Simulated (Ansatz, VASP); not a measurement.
Two plane-wave programs on BiBO

```
B Bi O
1.0
     4.29309    0.00000    0.00000
     0.00000    5.82736    0.00000
     0.00000    0.00000    3.88550
B Bi O
2 2 2
Direct
  0.00000 0.00000 0.82388
  0.50000 0.50000 0.17612
  0.00000 0.50000 0.84502
  0.50000 0.00000 0.15498
  0.00000 0.00000 0.38390
  0.50000 0.50000 0.61610
```

Alike in both runs: task relaxation of cell and atoms; functional PBE; k mesh 4 × 4 × 4; occupations gaussian, width 0.1 eV; no spin polarisation.

```csv
,VASP,Ansatz
version,VASP 6.6.1,Ansatz 0.2.0
potentials or method,"VASP PAW PBE potentials, release 64 (B, Bi_d, O), cutoff 600 eV","scalar-relativistic, plane waves, PAW"
valence electrons in the cell,48,48
```

```csv
,VASP,Ansatz,Ansatz less VASP
"gap on the k mesh at the Fermi level, each at its own relaxed structure (eV)",none,none,-
relaxed volume (Å³/atom),17.94,18.14,+0.207
relaxed length of the cell vector where the two differ most in proportion (Å),4.932,5.007,+0.0753
```

A gap of «none» marks a metal or a gap that the smearing closes.

The k mesh is coarse, so the values compare programs but aren't converged. Neither program's run includes spin-orbit coupling.
